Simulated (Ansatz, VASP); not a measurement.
B3W in VASP and in Ansatz

```
B W
1.0
    -1.58514    1.58514    3.54084
     1.58514   -1.58514    3.54084
     1.58514    1.58514   -3.54084
B W
3 1
Cartesian
  0.0000 0.0000 3.5408
  1.5851 0.0000 1.7704
  0.0000 1.5851 1.7704
  0.0000 0.0000 0.0000
```

Alike in both runs: task relaxation of cell and atoms; functional PBE; k mesh 8 × 8 × 8; occupations gaussian, width 0.1 eV; no spin polarisation.

|  | VASP | Ansatz |
| --- | --- | --- |
| version | VASP 6.6.1 | Ansatz 0.2.0 |
| potentials or method | VASP PAW PBE potentials, release 64 (B, W_sv), cutoff 600 eV | scalar-relativistic, plane waves, PAW |
| valence electrons in the cell | 23 | 23 |

Ansatz gave:

| Property | Result |
| --- | --- |
| gap on the k mesh at the Fermi level, each at its own relaxed structure (eV) | none |
| relaxed volume (Å³/atom) | 8.72 |
| relaxed cell length with the largest relative difference (Å) | 4.274 |

Which values does VASP return?

gap on the k mesh at the Fermi level, each at its own relaxed structure (eV): none; relaxed volume (Å³/atom): 8.73; relaxed cell length with the largest relative difference (Å): 4.276.

A gap of «none» marks a metal or a gap that the smearing closes.

Spin-orbit coupling is off throughout.
